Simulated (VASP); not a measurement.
# ZnS (R3m) in VASP: notebook

ZnS is run at these levels: revPBE+D3(BJ), PBE+D3(BJ); tasks: single point.

All numbers are computed with VASP 6.6.1; they aren't measurements. Logs are shortened: lines on timing, memory, paths and dates and some standing lists are left out, and cuts for length are marked.

**1. The cell of the first run**

The typed cell holds 2 atoms: a = 3.783 Å, b = 3.783 Å, c = 3.783 Å, α = 60.03°, β = 60.03°, γ = 60.03°.

**2. Single point, revPBE+D3(BJ)**

The input, INCAR:

```
ALGO     = Normal         # electronic algorithm
EDIFF    = 1E-6           # SCF threshold, eV
ENCUT    = 520            # plane-wave cutoff, eV
GGA      = RE             # functional
ISIF     = 2              # what is computed and relaxed
ISMEAR   = 0              # smearing method
ISYM     = 0            
IVDW     = 12             # dispersion correction
LASPH    = True           # aspherical terms in the spheres
LCHARG   = False          # write CHGCAR
LREAL    = False          # projectors in reciprocal space
LWAVE    = False          # write WAVECAR
NBANDS   = 16             # bands
NELM     = 60             # most SCF steps
PREC     = Accurate       # precision mode
SIGMA    = 0.01           # smearing width, eV
```

The input, KPOINTS:

```
Automatic mesh
0
Gamma
  6 6 6
  0.5 0.5 0.5
```

The input, POSCAR:

```
ZnS
1.0
   -0.0010899088      2.6748847690      2.6748847690
    2.6748847690     -0.0010899088      2.6748847690
    2.6748847690      2.6748847690     -0.0010899088
Zn S
1 1
Direct
    0.2500258297      0.2500258297      0.2500258297
   -0.0000258297     -0.0000258297     -0.0000258297
```

Potentials or basis: VASP PAW PBE potentials, release 64 (Zn, S).

Started as:

```sh
$ cat potpaw_PBE.64/Zn/POTCAR potpaw_PBE.64/S/POTCAR > POTCAR
$ mpirun -np 1 vasp_std > vasp.out
```

OUTCAR:

```text
EDIFF = 1E-6
   ENCUT = 520
   GGA = RE
   ISIF = 2
   ISMEAR = 0
   ISYM = 0
   IVDW = 12
   LASPH = True
   LREAL = False
   NELM = 60
   PREC = Accurate
 IVDW          = 12

 ion  position               nearest neighbor table
   1  0.250  0.250  0.250-   2 2.32   2 2.32   2 2.32   2 2.32
   2  1.000  1.000  1.000-   1 2.32   1 2.32   1 2.32   1 2.32

IMPORTANT INFORMATION: All symmetrisations will be switched off!
NOSYMM: (Re-)initialisation of all symmetry stuff for point group C_1.

----------------------------------------------------------------------------------------

                                     Primitive cell

  volume of cell :      38.3010

  direct lattice vectors                    reciprocal lattice vectors
    -0.001089909  2.674884769  2.674884769    -0.186809733  0.186885881  0.186885881
     2.674884769 -0.001089909  2.674884769     0.186885881 -0.186809733  0.186885881
     2.674884769  2.674884769 -0.001089909     0.186885881  0.186885881 -0.186809733

  length of vectors
     3.782858475  3.782858475  3.782858475     0.323651883  0.323651883  0.323651883

  position of ions in fractional coordinates (direct lattice)
     0.250025830  0.250025830  0.250025830
     0.999974170  0.999974170  0.999974170

  ion indices of the primitive-cell ions
   primitive index   ion index
                 1           1
                 2           2

----------------------------------------------------------------------------------------

 KPOINTS: Automatic mesh

Automatic generation of k-mesh.
 Grid dimensions read from file:
 generate k-points for:    6    6    6

 Generating k-lattice:

  Cartesian coordinates                     Fractional coordinates (reciprocal lattice)
    -0.031134955  0.031147647  0.031147647     0.166666667  0.000000000  0.000000000
     0.031147647 -0.031134955  0.031147647     0.000000000  0.166666667  0.000000000
     0.031147647  0.031147647 -0.031134955     0.000000000  0.000000000  0.166666667

  Length of vectors
     0.053941981  0.053941981  0.053941981

  Shift w.r.t. Gamma in fractional coordinates (k-lattice)
     0.500000000  0.500000000  0.500000000

 Subroutine IBZKPT returns following result:
 ===========================================

 Found    108 irreducible k-points:

 Following reciprocal coordinates:
            Coordinates               Weight
  0.083333  0.083333  0.083333      2.000000
  0.250000  0.083333  0.083333      2.000000
  0.083333  0.250000  0.083333      2.000000
  0.083333  0.083333  0.250000      2.000000
  0.416667  0.083333  0.083333      2.000000
  0.083333  0.416667  0.083333      2.000000
[... 16 lines left out ...]
 -0.250000 -0.416667 -0.083333      2.000000
  0.250000  0.083333  0.416667      2.000000
 [... further k-points ...]
   k-points           NKPTS =    108   k-points in BZ     NKDIM =    108   number of bands    NBANDS=     16
   number of dos      NEDOS =    301   number of ions     NIONS =      2
   total plane-waves  NPLWV =  21952
   dimension x,y,z NGX =    28 NGY =   28 NGZ =   28
   dimension x,y,z NGXF=    56 NGYF=   56 NGZF=   56
   ions per type =               1   1
   NGX,Y,Z   is equivalent  to a cutoff of  12.31, 12.31, 12.31 a.u.
   NGXF,Y,Z  is equivalent  to a cutoff of  24.61, 24.61, 24.61 a.u.
 SYSTEM =  unknown system
   PREC   = accura    normal or accurate (medium, high low for compatibility)
   ISTART =      0    job   : 0-new  1-cont  2-samecut
   ICHARG =      2    charge: 1-file 2-atom 10-const
   ISPIN  =      1    spin polarized calculation?
   LNONCOLLINEAR =      F non collinear calculations
   LSORBIT =      F    spin-orbit coupling
   LASPH  =      T    aspherical Exc in radial PAW
   ENCUT  =  520.0 eV  38.22 Ry    6.18 a.u.   7.03  7.03  7.03*2*pi/ulx,y,z
   NELM   =     60;   NELMIN=  2; NELMDL= -5     # of ELM steps
   EDIFF  = 0.1E-05   stopping-criterion for ELM
   LREAL  =      F    real-space projection
   EDIFFG = 0.1E-04   stopping-criterion for IOM
   NSW    =      0    number of steps for IOM
   IBRION =     -1    ionic relax: 0-MD 1-quasi-New 2-CG
   NFREE  =      0    steps in history (QN), initial steepest desc. (CG)
   ISIF   =      2    stress and relaxation
   ISYM   =      0    0-nonsym 1-usesym 2-fastsym
   POTIM  = 0.5000    time-step for ionic-motion
   TEBEG  =    0.0;   TEEND  =   0.0 temperature during run
   PSTRESS=    0.0 pullay stress
   NELECT =      18.0000    total number of electrons
   NUPDOWN=      -1.0000    fix difference up-down
   EMIN   =  10.00;   EMAX   =-10.00  energy-range for DOS
   EFERMI =   0.00;   METHOD = LEGACY
   ISMEAR =     0;   SIGMA  =   0.01  broadening in eV -4-tet -1-fermi 0-gaus
   EFERMI_NEDOS =   21; number of points for ismear=-14 and -15
   IALGO  =     38    algorithm
   IMIX   =      4    mixing-type and parameters
     AMIX     =   0.40;   BMIX     =  1.00
     AMIX_MAG =   1.60;   BMIX_MAG =  1.00
  volume/ion in A,a.u.               =      19.15       129.23
  Fermi-wavevector in a.u.,A,eV,Ry     =   1.272806  2.405254 22.041908  1.620035
  Thomas-Fermi vector in A             =   2.405664
   LORBIT       =      0    0 simple, 1 ext, 2 COOP (PROOUT), +10 PAW based schemes
   GGA     = RE    functional components
   LHFCALC =     F    Hartree Fock is set to
   AEXX    =    0.0000 exact exchange contribution
   IVDW    =    12    specifies the selected vdW correction
   LEPSILON=     F    determine dielectric tensor
   LRPA    =     F    only Hartree local field effects (RPA)
 non-spin polarized calculation
 Gauss-broadening in eV      SIGMA  =   0.01
  energy-cutoff  :      520.00
  volume of cell :       38.30
 maximum number of plane-waves:      1041
   NGX = 13   NGY = 13   NGZ = 13

 number of electron      18.0000017 magnetization

 Free energy of the ion-electron system (eV)
  ---------------------------------------------------
  ext. energy  EPLUGINS =         0.00000000
  ---------------------------------------------------
  free energy    TOTEN  =        -6.22811840 eV

  energy without entropy =       -6.22811840  energy(sigma->0) =       -6.22811840

 E-fermi :   2.4824     XC(G=0):  -9.6143

 val. band max:        2.3969735681   @ k =   0.0833   0.0833   0.0833
 cond. band min:       5.2860555631   @ k =   0.0833   0.0833   0.0833
 fundamental gap:      2.8890819949
 Fermi energy:         2.4823892086

 k-point     1 :       0.0833    0.0833    0.0833
  band No.  band energies     occupation
      1     -10.8149      2.00000
      2      -3.9598      2.00000
      3      -3.9481      2.00000
      4      -3.9481      2.00000
      5      -3.4213      2.00000
      6      -3.4213      2.00000
[... 8 lines left out ...]
     15      13.9176      0.00000
     16      15.1271      0.00000

 k-point     2 :       0.2500    0.0833    0.0833
  band No.  band energies     occupation
      1     -10.5443      2.00000
      2      -3.9507      2.00000
      3      -3.9058      2.00000
      4      -3.8905      2.00000
      5      -3.4349      2.00000
      6      -3.4089      2.00000
[... 8 lines left out ...]
     15      13.8641      0.00000
     16      15.9554      0.00000

 k-point     3 :       0.0833    0.2500    0.0833
  band No.  band energies     occupation
      1     -10.5443      2.00000
      2      -3.9507      2.00000
      3      -3.9058      2.00000
      4      -3.8905      2.00000
      5      -3.4349      2.00000
      6      -3.4089      2.00000
[... 8 lines left out ...]
     15      13.8641      0.00000
     16      15.9554      0.00000

 k-point     4 :       0.0833    0.0833    0.2500
  band No.  band energies     occupation
      1     -10.5443      2.00000
      2      -3.9507      2.00000
      3      -3.9058      2.00000
      4      -3.8905      2.00000
      5      -3.4349      2.00000
      6      -3.4089      2.00000
[... 8 lines left out ...]
     15      13.8641      0.00000
     16      15.9554      0.00000

 k-point     5 :       0.4167    0.0833    0.0833
  band No.  band energies     occupation
      1     -10.0669      2.00000
      2      -3.8453      2.00000
      3      -3.8421      2.00000
      4      -3.7292      2.00000
      5      -3.4178      2.00000
      6      -3.3833      2.00000
[... 8 lines left out ...]
     15      14.9450      0.00000
     16      15.5370      0.00000

 k-point     6 :       0.0833    0.4167    0.0833
  band No.  band energies     occupation
      1     -10.0669      2.00000
      2      -3.8453      2.00000
      3      -3.8421      2.00000
      4      -3.7292      2.00000
      5      -3.4178      2.00000
      6      -3.3833      2.00000
[... 8 lines left out ...]
     15      14.9450      0.00000
     16      15.5370      0.00000

 k-point     7 :       0.0833    0.0833    0.4167
  band No.  band energies     occupation
      1     -10.0669      2.00000
      2      -3.8453      2.00000
      3      -3.8421      2.00000
      4      -3.7292      2.00000
      5      -3.4178      2.00000
      6      -3.3833      2.00000
[... 8 lines left out ...]
     15      14.9450      0.00000
     16      15.5370      0.00000

 k-point     8 :      -0.4167    0.0833    0.0833
  band No.  band energies     occupation
      1      -9.8771      2.00000
      2      -3.8370      2.00000
      3      -3.8203      2.00000
      4      -3.4414      2.00000
      5      -3.3858      2.00000
      6      -3.2504      2.00000
[... 8 lines left out ...]
     15      15.9183      0.00000
     16      15.9390      0.00000

 k-point     9 :       0.0833   -0.4167    0.0833
  band No.  band energies     occupation
      1      -9.8771      2.00000
      2      -3.8370      2.00000
      3      -3.8203      2.00000
      4      -3.4414      2.00000
      5      -3.3858      2.00000
      6      -3.2504      2.00000
[... 8 lines left out ...]
     15      15.9183      0.00000
     16      15.9390      0.00000
[... 172 lines left out ...]
 k-point    19 :       0.0833    0.2500    0.2500
  band No.  band energies     occupation
      1     -10.4149      2.00000
      2      -3.9958      2.00000
      3      -3.8468      2.00000
      4      -3.8464      2.00000
      5      -3.4547      2.00000
      6      -3.3908      2.00000
[... 8 lines left out ...]
     15      14.6980      0.00000
     16      17.2347      0.00000

 k-point    20 :       0.4167    0.2500    0.0833
  band No.  band energies     occupation
      1     -10.0208      2.00000
      2      -3.9314      2.00000
      3      -3.7825      2.00000
      4      -3.7346      2.00000
      5      -3.4254      2.00000
      6      -3.3701      2.00000
[... 8 lines left out ...]
     15      15.8808      0.00000
     16      17.5659      0.00000

 k-point    21 :      -0.4167   -0.0833   -0.2500
  band No.  band energies     occupation
      1     -10.0208      2.00000
      2      -3.9314      2.00000
      3      -3.7825      2.00000
      4      -3.7346      2.00000
      5      -3.4254      2.00000
      6      -3.3701      2.00000
[... 8 lines left out ...]
     15      15.8808      0.00000
     16      17.5659      0.00000

 k-point    22 :       0.0833    0.4167    0.2500
  band No.  band energies     occupation
      1     -10.0208      2.00000
      2      -3.9314      2.00000
      3      -3.7825      2.00000
      4      -3.7346      2.00000
      5      -3.4254      2.00000
      6      -3.3701      2.00000
[... 8 lines left out ...]
     15      15.8808      0.00000
     16      17.5659      0.00000

 k-point    23 :      -0.2500   -0.4167   -0.0833
  band No.  band energies     occupation
      1     -10.0208      2.00000
      2      -3.9314      2.00000
      3      -3.7825      2.00000
      4      -3.7346      2.00000
      5      -3.4254      2.00000
      6      -3.3701      2.00000
[... 8 lines left out ...]
     15      15.8808      0.00000
     16      17.5659      0.00000

 k-point    24 :       0.2500    0.0833    0.4167
  band No.  band energies     occupation
      1     -10.0208      2.00000
      2      -3.9314      2.00000
      3      -3.7825      2.00000
      4      -3.7346      2.00000
      5      -3.4254      2.00000
      6      -3.3701      2.00000
[... 8 lines left out ...]
     15      15.8808      0.00000
     16      17.5659      0.00000

 [... further k-points ...]

------------------------ aborting loop because EDIFF is reached ----------------------------------------

 Edisp (eV)   -1.24873

 E8    (eV) :    -0.8354

  FORCE on cell =-STRESS in cart. coord.  units (eV):
  Direction    XX          YY          ZZ          XY          YZ          ZX
  --------------------------------------------------------------------------------------
  -------------------------------------------------------------------------------------
  Total       0.03887     0.03887     0.03887     0.00007     0.00007     0.00007
  in kB       1.62588     1.62589     1.62598     0.00297     0.00313     0.00314
  external pressure =        1.63 kB  Pullay stress =        0.00 kB

 VOLUME and BASIS-vectors are now :
 -----------------------------------------------------------------------------
  energy-cutoff  :      520.00
  volume of cell :       38.30
      direct lattice vectors                 reciprocal lattice vectors
    -0.001089909  2.674884769  2.674884769    -0.186809733  0.186885881  0.186885881
     2.674884769 -0.001089909  2.674884769     0.186885881 -0.186809733  0.186885881
     2.674884769  2.674884769 -0.001089909     0.186885881  0.186885881 -0.186809733

 POSITION                                       TOTAL-FORCE (eV/Angst)
 -----------------------------------------------------------------------------------
      1.33731      1.33731      1.33731        -0.000077     -0.000076     -0.000079
      5.34854      5.34854      5.34854         0.000077      0.000076      0.000079
 -----------------------------------------------------------------------------------
    total drift:                               -0.000034     -0.000034     -0.000032

  FREE ENERGIE OF THE ION-ELECTRON SYSTEM (eV)
  ---------------------------------------------------
  free  energy   TOTEN  =        -7.4768447216 eV

  energy  without entropy=       -7.4768447216  energy(sigma->0) =       -7.47684472
```

Run time: 30 s. Hardware: 1 thread of AMD EPYC 9R45 (Zen 5), shared host; peak memory 0.18 GiB.

What came out:

```yaml
Free_energy: -7.4768 eV
Pressure: 0.2 GPa
Band_gap_on_the_k_mesh: 2.89 eV
Dispersion_energy_per_atom: -0.624 eV
```

Levels at points of the mesh, in eV from the valence-band top:
```
           k point  band 5  band 6  band 7  band 8  band 9  band 10  band 11  band 12  band 13  band 14
(0.08, 0.08, 0.08)   -5.82   -5.82   -0.51    0.00    0.00     2.89     6.43     6.61     6.61    11.52
```

Caveat: the PAW data sets were made with another functional, which shifts forces and pressure a little; a shifted mesh leaves out Γ, where band edges can lie.

[end of part 1 of 2]
